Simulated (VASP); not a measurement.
# MgO (Fm-3m) in VASP: further runs

Aim: see how the results for MgO move with the level of theory and the settings. Levels: PBEsol, LDA. Tasks: relaxation of cell and atoms.

Everything below comes from runs of VASP 6.6.1. Logs are shortened: lines on timing, memory, paths and dates and some standing lists are left out, and cuts for length are marked.

### 1 The cell of the first run

It takes space group Fm-3m (No. 225, cubic). The conventional cell has a = 4.253 Å, b = 4.253 Å, c = 4.253 Å, α = 90.00°, β = 90.00°, γ = 90.00°. Mg (site symmetry m-3m) has 6 O at 2.13 Å within 2.8 Å. O (site symmetry m-3m) has 6 Mg at 2.13 Å within 2.8 Å.

### 2 Relaxation of cell and atoms, PBEsol

INCAR reads:

```
PREC = Accurate
ENCUT = 600
EDIFF = 1E-6
ISMEAR = -1
SIGMA = 0.02
LREAL = F
LASPH = T
NELM = 80
ALGO = Normal
ISIF = 3
LWAVE = F
LCHARG = F
GGA = PS
IBRION = 2
NSW = 80
EDIFFG = -0.005
```

KPOINTS reads:

```
regular mesh
0
Gamma
  10 10 10
```

POSCAR reads:

```
MgO
1.0
    0.0000000000      2.1267050319      2.1267050319
    2.1267050319      0.0000000000      2.1267050319
    2.1267050319      2.1267050319      0.0000000000
Mg O
1 1
Direct
    0.0000000000      0.0000000000      0.0000000000
    0.5000000000      0.5000000000      0.5000000000
```

Potentials or basis: VASP PAW PBE potentials, release 64 (Mg, O).

Run with:

```sh
> cat potpaw_PBE.64/Mg/POTCAR potpaw_PBE.64/O/POTCAR > POTCAR
> mpirun -np 1 vasp_std > vasp.out
```

OUTCAR:

```text
PREC = Accurate
   ENCUT = 600
   EDIFF = 1E-6
   ISMEAR = -1
   LREAL = F
   LASPH = T
   NELM = 80
   ISIF = 3
   GGA = PS
   IBRION = 2
   NSW = 80
   EDIFFG = -0.005

 ion  position               nearest neighbor table
   1  0.000  0.000  0.000-   2 2.13   2 2.13   2 2.13   2 2.13   2 2.13   2 2.13
   2  0.500  0.500  0.500-   1 2.13   1 2.13   1 2.13   1 2.13   1 2.13   1 2.13

  LATTYP: Found a face centered cubic cell.
 ALAT       =     4.2534100638

  Lattice vectors:

 A1 = (   0.0000000000,   2.1267050319,   2.1267050319)
 A2 = (   2.1267050319,   0.0000000000,   2.1267050319)
 A3 = (   2.1267050319,   2.1267050319,   0.0000000000)

Analysis of symmetry for initial positions (statically):
=====================================================================
 Subroutine PRICEL returns:
 Original cell was already a primitive cell.

 Routine SETGRP: Setting up the symmetry group for a
 face centered cubic supercell.

 Subroutine GETGRP returns: Found 48 space group operations
 (whereof 48 operations were pure point group operations)
 out of a pool of 48 trial point group operations.

The static configuration has the point symmetry O_h .

Analysis of symmetry for dynamics (positions and initial velocities):
=====================================================================
 Subroutine PRICEL returns:
 Original cell was already a primitive cell.

 Routine SETGRP: Setting up the symmetry group for a
 face centered cubic supercell.

 Subroutine GETGRP returns: Found 48 space group operations
 (whereof 48 operations were pure point group operations)
 out of a pool of 48 trial point group operations.

The dynamic configuration has the point symmetry O_h .

 Subroutine INISYM returns: Found 48 space group operations
 (whereof 48 operations are pure point group operations),
 and found     1 'primitive' translations

----------------------------------------------------------------------------------------

                                     Primitive cell

  volume of cell :      19.2376

  direct lattice vectors                    reciprocal lattice vectors
     0.000000000  2.126705032  2.126705032    -0.235105477  0.235105477  0.235105477
     2.126705032  0.000000000  2.126705032     0.235105477 -0.235105477  0.235105477
     2.126705032  2.126705032  0.000000000     0.235105477  0.235105477 -0.235105477

  length of vectors
     3.007615099  3.007615099  3.007615099     0.407214631  0.407214631  0.407214631

  position of ions in fractional coordinates (direct lattice)
     0.000000000  0.000000000  0.000000000
     0.500000000  0.500000000  0.500000000

  ion indices of the primitive-cell ions
   primitive index   ion index
                 1           1
                 2           2

----------------------------------------------------------------------------------------

 KPOINTS: regular mesh

Automatic generation of k-mesh.
 Grid dimensions read from file:
 generate k-points for:   10   10   10

 Generating k-lattice:

  Cartesian coordinates                     Fractional coordinates (reciprocal lattice)
    -0.023510548  0.023510548  0.023510548     0.100000000  0.000000000  0.000000000
     0.023510548 -0.023510548  0.023510548     0.000000000  0.100000000  0.000000000
     0.023510548  0.023510548 -0.023510548     0.000000000  0.000000000  0.100000000

  Length of vectors
     0.040721463  0.040721463  0.040721463

  Shift w.r.t. Gamma in fractional coordinates (k-lattice)
     0.000000000  0.000000000  0.000000000

 Subroutine IBZKPT returns following result:
 ===========================================

 Found     47 irreducible k-points:

 Following reciprocal coordinates:
            Coordinates               Weight
  0.000000  0.000000  0.000000      1.000000
  0.100000  0.000000  0.000000      8.000000
  0.200000  0.000000  0.000000      8.000000
  0.300000  0.000000  0.000000      8.000000
  0.400000  0.000000  0.000000      8.000000
  0.500000  0.000000  0.000000      4.000000
[... 16 lines left out ...]
  0.300000  0.300000  0.000000      6.000000
  0.400000  0.300000  0.000000     24.000000
 [... further k-points ...]
   k-points           NKPTS =     47   k-points in BZ     NKDIM =     47   number of bands    NBANDS=      8
   number of dos      NEDOS =    301   number of ions     NIONS =      2
   total plane-waves  NPLWV =  13824
   dimension x,y,z NGX =    24 NGY =   24 NGZ =   24
   dimension x,y,z NGXF=    48 NGYF=   48 NGZF=   48
   ions per type =               1   1
   NGX,Y,Z   is equivalent  to a cutoff of  13.27, 13.27, 13.27 a.u.
   NGXF,Y,Z  is equivalent  to a cutoff of  26.53, 26.53, 26.53 a.u.
 SYSTEM =  unknown system
   PREC   = accura    normal or accurate (medium, high low for compatibility)
   ISTART =      0    job   : 0-new  1-cont  2-samecut
   ICHARG =      2    charge: 1-file 2-atom 10-const
   ISPIN  =      1    spin polarized calculation?
   LNONCOLLINEAR =      F non collinear calculations
   LSORBIT =      F    spin-orbit coupling
   LASPH  =      T    aspherical Exc in radial PAW
   ENCUT  =  600.0 eV  44.10 Ry    6.64 a.u.   6.01  6.01  6.01*2*pi/ulx,y,z
   NELM   =     80;   NELMIN=  2; NELMDL= -5     # of ELM steps
   EDIFF  = 0.1E-05   stopping-criterion for ELM
   LREAL  =      F    real-space projection
   EDIFFG = -.5E-02   stopping-criterion for IOM
   NSW    =     80    number of steps for IOM
   IBRION =      2    ionic relax: 0-MD 1-quasi-New 2-CG
   NFREE  =      1    steps in history (QN), initial steepest desc. (CG)
   ISIF   =      3    stress and relaxation
   ISYM   =      2    0-nonsym 1-usesym 2-fastsym
   POTIM  = 0.5000    time-step for ionic-motion
   TEBEG  =    0.0;   TEEND  =   0.0 temperature during run
   PSTRESS=    0.0 pullay stress
   NELECT =       8.0000    total number of electrons
   NUPDOWN=      -1.0000    fix difference up-down
   EMIN   =  10.00;   EMAX   =-10.00  energy-range for DOS
   EFERMI =   0.00;   METHOD = LEGACY
   ISMEAR =    -1;   SIGMA  =   0.02  broadening in eV -4-tet -1-fermi 0-gaus
   EFERMI_NEDOS =   21; number of points for ismear=-14 and -15
   IALGO  =     38    algorithm
   IMIX   =      4    mixing-type and parameters
     AMIX     =   0.40;   BMIX     =  1.00
     AMIX_MAG =   1.60;   BMIX_MAG =  1.00
  volume/ion in A,a.u.               =       9.62        64.91
  Fermi-wavevector in a.u.,A,eV,Ry     =   1.221952  2.309155 20.315775  1.493167
  Thomas-Fermi vector in A             =   2.357116
   LORBIT       =      0    0 simple, 1 ext, 2 COOP (PROOUT), +10 PAW based schemes
   GGA     = PS    functional components
   LHFCALC =     F    Hartree Fock is set to
   AEXX    =    0.0000 exact exchange contribution
   IVDW    =     0    specifies the selected vdW correction
   LEPSILON=     F    determine dielectric tensor
   LRPA    =     F    only Hartree local field effects (RPA)
 conjugate gradient relaxation of ions
 non-spin polarized calculation
  energy-cutoff  :      600.00
  volume of cell :       19.24
 maximum number of plane-waves:       656
   NGX = 13   NGY = 13   NGZ = 13

--------------------------------------- Ionic step        1  -------------------------------------------

 number of electron       8.0000004 magnetization

 Free energy of the ion-electron system (eV)
  ---------------------------------------------------
  ext. energy  EPLUGINS =         0.00000000
  ---------------------------------------------------
  free energy    TOTEN  =       -12.50718379 eV

  energy without entropy =      -12.50718379  energy(sigma->0) =      -12.50718379

------------------------ aborting loop because EDIFF is reached ----------------------------------------

  FORCE on cell =-STRESS in cart. coord.  units (eV):
  Direction    XX          YY          ZZ          XY          YZ          ZX
  --------------------------------------------------------------------------------------
  -------------------------------------------------------------------------------------
  Total       -0.5863249     -0.5863249     -0.5863249      0.0000000      0.0000000      0.0000000
  in kB      -48.8311716    -48.8311716    -48.8311716      0.0000000      0.0000000      0.0000000
  external PRESSURE =     -48.8311716 kB  Pullay stress =       0.0000000 kB

 VOLUME and BASIS-vectors are now :
 -----------------------------------------------------------------------------
  energy-cutoff  :      600.00
  volume of cell :       19.24
      direct lattice vectors                 reciprocal lattice vectors
     0.000000000  2.126705032  2.126705032    -0.235105477  0.235105477  0.235105477
     2.126705032  0.000000000  2.126705032     0.235105477 -0.235105477  0.235105477
     2.126705032  2.126705032  0.000000000     0.235105477  0.235105477 -0.235105477
[... 37 lines left out ...]
 POSITION                                       TOTAL-FORCE (eV/Angst)
 -----------------------------------------------------------------------------------
      2.09663      2.09663     -0.00000         0.000000     -0.000000      0.000000
      2.09663      2.09663      2.09663        -0.000000      0.000000     -0.000000
 -----------------------------------------------------------------------------------
    total drift:                               -0.000000     -0.000000      0.000000

  FREE ENERGIE OF THE ION-ELECTRON SYSTEM (eV)
  ---------------------------------------------------
  free  energy   TOTEN  =       -12.5158186438 eV

  energy  without entropy=      -12.5158186438  energy(sigma->0) =      -12.51581864

--------------------------------------- Ionic step        3  -------------------------------------------

 number of electron       8.0000004 magnetization

 Free energy of the ion-electron system (eV)
  ---------------------------------------------------
  ext. energy  EPLUGINS =         0.00000000
  ---------------------------------------------------
  free energy    TOTEN  =       -12.51680690 eV

  energy without entropy =      -12.51680690  energy(sigma->0) =      -12.51680690

 E-fermi :   3.5306     XC(G=0): -11.3253

 val. band max:        3.0889348423   @ k =   0.0000   0.0000   0.0000
 cond. band min:       7.7558636381   @ k =   0.0000   0.0000   0.0000
 fundamental gap:      4.6669287957
 Fermi energy:         3.5306108153

 k-point     1 :       0.0000    0.0000    0.0000
  band No.  band energies     occupation
      1     -14.1323      2.00000
      2       3.0889      2.00000
      3       3.0889      2.00000
      4       3.0889      2.00000
      5       7.7559      0.00000
      6      18.7414      0.00000
      7      18.7414      0.00000
      8      18.7414      0.00000

 k-point     2 :       0.1000    0.0000    0.0000
  band No.  band energies     occupation
      1     -14.0240      2.00000
      2       2.4252      2.00000
      3       3.0200      2.00000
      4       3.0200      2.00000
      5       8.3897      0.00000
      6      17.4788      0.00000
      7      18.9842      0.00000
      8      18.9842      0.00000
[... 221 lines left out ...]
 k-point    23 :       0.3000    0.3000    0.0000
  band No.  band energies     occupation
      1     -13.1146      2.00000
      2      -0.1154      2.00000
      3       2.1354      2.00000
      4       2.1354      2.00000
      5      11.8906      0.00000
      6      13.3340      0.00000
      7      17.4332      0.00000
      8      20.9257      0.00000

 k-point    24 :       0.4000    0.3000    0.0000
  band No.  band energies     occupation
      1     -12.8593      2.00000
      2      -0.5483      2.00000
      3       1.7613      2.00000
      4       1.9860      2.00000
      5      12.5849      0.00000
      6      13.1096      0.00000
      7      16.6036      0.00000
      8      21.1761      0.00000

 [... further k-points ...]

------------------------ aborting loop because EDIFF is reached ----------------------------------------

  FORCE on cell =-STRESS in cart. coord.  units (eV):
  Direction    XX          YY          ZZ          XY          YZ          ZX
  --------------------------------------------------------------------------------------
  -------------------------------------------------------------------------------------
  Total        0.0001205      0.0001205      0.0001205      0.0000000      0.0000000     -0.0000000
  in kB        0.0103709      0.0103709      0.0103709      0.0000000      0.0000000     -0.0000000
  external PRESSURE =       0.0103709 kB  Pullay stress =       0.0000000 kB

 VOLUME and BASIS-vectors are now :
 -----------------------------------------------------------------------------
  energy-cutoff  :      600.00
  volume of cell :       18.62
      direct lattice vectors                 reciprocal lattice vectors
     0.000000000  2.103794465  2.103794465    -0.237665803  0.237665803  0.237665803
     2.103794465  0.000000000  2.103794465     0.237665803 -0.237665803  0.237665803
     2.103794465  2.103794465 -0.000000000     0.237665803  0.237665803 -0.237665803

 POSITION                                       TOTAL-FORCE (eV/Angst)
 -----------------------------------------------------------------------------------
      0.00000      0.00000      0.00000         0.000000     -0.000000     -0.000000
      2.10379      2.10379      2.10379        -0.000000      0.000000      0.000000
 -----------------------------------------------------------------------------------
    total drift:                               -0.000000     -0.000000      0.000000

  FREE ENERGIE OF THE ION-ELECTRON SYSTEM (eV)
  ---------------------------------------------------
  free  energy   TOTEN  =       -12.5168069031 eV

  energy  without entropy=      -12.5168069031  energy(sigma->0) =      -12.51680690

 reached required accuracy - stopping structural energy minimisation
```

Run time: 17 s. Hardware: 1 thread of AMD EPYC 9R45 (Zen 5), shared host; peak memory 0.12 GiB.

Results:

```yaml
Free_energy: -12.5168 eV
Relaxed_volume: 9.31 Å³/atom
Relaxed_cell: a = 2.975 Å, b = 2.975 Å, c = 2.975 Å, α = 60.00°, β = 60.00°, γ = 60.00°
Space_group_after_relaxing_to_0.05_Å: Fm-3m (No. 225)
Energy_gained_by_relaxing: 4.8 meV/atom
Ionic_steps: 3
Pressure_after_relaxing: 0.0 GPa
Band_gap_on_the_k_mesh: 4.67 eV, direct
```

Step by step:
```csv
step,energy change (eV),largest force (eV/Å),pressure (GPa),volume (Å³)
1,0.0000,0.0000,-4.88,19.24
2,-0.0086,0.0000,1.68,18.43
3,-0.0096,0.0000,0.00,18.62
```

Final structure:
```
CELL_PARAMETERS angstrom
0.00000 2.10379 2.10379
2.10379 0.00000 2.10379
2.10379 2.10379 0.00000
ATOMIC_POSITIONS crystal
Mg 0.00000 0.00000 0.00000
O 0.50000 0.50000 0.50000
```

Levels at points of the mesh, in eV from the valence-band top:
| k point | band 2 | band 3 | band 4 | band 5 | band 6 | band 7 |
| --- | --- | --- | --- | --- | --- | --- |
| (0.00, 0.00, 0.00) | 0.00 | 0.00 | 0.00 | 4.67 | 15.65 | 15.65 |
| (0.50, 0.00, 0.00) | -4.69 | -0.67 | -0.67 | 7.77 | 12.54 | 16.21 |
| (0.50, 0.50, 0.00) | -4.16 | -1.37 | -1.37 | 8.93 | 9.91 | 13.01 |

Caveat: the PAW data sets were made with another functional, which shifts forces and pressure a little.

### 3 Relaxation of cell and atoms, LDA

Changes to INCAR since step 2:

```diff
@@ -7,3 +7,3 @@
 LASPH = T
-NELM = 80
+NELM = 60
 ALGO = Normal
@@ -12,3 +12,2 @@
 LCHARG = F
-GGA = PS
 IBRION = 2
```

KPOINTS reads:

```
Automatic mesh
0
Gamma
  10 10 10
```

POSCAR is that of step 2.

Potentials or basis: VASP PAW LDA potentials, release 64 (Mg, O).

Run with:

```sh
> cat potpaw_LDA.64/Mg/POTCAR potpaw_LDA.64/O/POTCAR > POTCAR
> mpirun -np 1 vasp_std > vasp.out
```

It took 14 s on 1 thread of AMD EPYC 9R45 (Zen 5), shared host; peak memory 0.11 GiB.

It converged, with:

```
Free energy                            : -13.4528 eV
Relaxed volume                         : 8.89 Å³/atom
Relaxed cell                           : a = 2.930 Å, b = 2.930 Å, c = 2.930 Å, α = 60.00°, β = 60.00°, γ = 60.00°
Space group after relaxing (to 0.05 Å) : Fm-3m (No. 225)
Energy gained by relaxing              : 29.2 meV/atom
Ionic steps                            : 3
Pressure after relaxing                : 0.0 GPa
Band gap on the k mesh                 : 5.16 eV, direct
```

The path:
| step | energy change (eV) | largest force (eV/Å) | pressure (GPa) | volume (Å³) |
| --- | --- | --- | --- | --- |
| 1 | 0.0000 | 0.0000 | -11.97 | 19.24 |
| 2 | -0.0508 | 0.0000 | 5.16 | 17.31 |
| 3 | -0.0583 | 0.0000 | 0.03 | 17.78 |

Final structure:
```yaml
crystal:
  lattice:
    - [0.00000, 2.07154, 2.07154]
    - [2.07154, 0.00000, 2.07154]
    - [2.07154, 2.07154, 0.00000]
  atoms:
    - { symbol: Mg, position: [0.00000, 0.00000, 0.00000] }
    - { symbol: O, position: [0.50000, 0.50000, 0.50000] }
```

Levels at points of the mesh, in eV from the valence-band top:
| k point | band 1 | band 2 | band 3 | band 4 | band 5 | band 6 | band 7 | band 8 |
| --- | --- | --- | --- | --- | --- | --- | --- | --- |
| (0.00, 0.00, 0.00) | -17.27 | 0.00 | 0.00 | 0.00 | 5.16 | 15.80 | 15.80 | 15.80 |
| (0.50, 0.00, 0.00) | -15.78 | -4.92 | -0.72 | -0.72 | 8.05 | 12.96 | 16.51 | 16.51 |
| (0.50, 0.50, 0.00) | -15.49 | -4.36 | -1.44 | -1.44 | 8.94 | 10.25 | 13.42 | 19.39 |
